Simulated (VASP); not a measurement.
Runs of VASP 6.6.1 on Ga. The cell holds a slab with vacuum, 6 atoms: a = 2.900 Å, b = 3.170 Å, c = 25.032 Å, α = 90.00°, β = 90.00°, γ = 90.00°. 

| level | potentials or basis | gap on the mesh (eV) | largest force (eV/Å) |
| --- | --- | --- | --- |
| PBEsol | VASP PAW PBE potentials, release 64 (Ga_d) | none | (b) |
| RPBE | VASP PAW PBE potentials, release 64 (Ga_d) | none | 0.41 |
| PBE | VASP PAW PBE potentials, release 64 (Ga_d) | none | (a) |
| revPBE | VASP PAW PBE potentials, release 64 (Ga_d) | none | 0.38 |
| LDA | VASP PAW LDA potentials, release 64 (Ga_d) | none | 0.07 |

Alike in all rows: task single point; no spin polarisation; cell as given; k mesh 9 × 8 × 1; cutoff (eV) 520; smearing fermi-dirac 0.05 eV.

Problem. Fill in the values left out.

Solution. (a) 0.30; (b) 0.12.

Caveats: the PAW data sets were made with another functional, which shifts forces and pressure a little (some runs).

A k mesh can miss the band edges, and the runs leave out spin-orbit coupling on Ga.

A gap of «none» marks levels without a gap at the run's occupations.
